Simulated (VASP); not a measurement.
Input of a VASP 6.6.1 run:

INCAR

```
SYSTEM = Al2Cu
ALGO = Normal ; EDIFF = 1E-6
ENCUT = 520 ; GGA = PS
ISIF = 2 ; ISMEAR = 0
LASPH = .True. ; LCHARG = .False.
LREAL = .False. ; LWAVE = .False.
NBANDS = 16 ; NELM = 100
PREC = Accurate ; SIGMA = 0.15
```

The input KPOINTS:

```
k-points
0
Gamma
  10 10 14
  0 0 0
```

File POSCAR:

```
Al2Cu
1.0
    4.0842078946      0.0000000000      0.0000000000
    0.0000000000      4.0842078946      0.0000000000
    0.0000000000      0.0000000000      2.8458943809
Al Cu
2 1
Direct
    0.5000000000      0.0000000000      0.5000000000
    0.0000000000      0.5000000000      0.5000000000
    0.0000000000      0.0000000000      0.0000000000
```

Potentials or basis: VASP PAW PBE potentials, release 64 (Al, Cu).

Command:

```bash
$ cat potpaw_PBE.64/Al/POTCAR potpaw_PBE.64/Cu/POTCAR > POTCAR
$ mpirun -np 1 vasp_std > vasp.out
```

Q: Predict the pressure.

A: 0.3 GPa.

Caveat: the PAW data sets were made with another functional, which shifts forces and pressure a little.
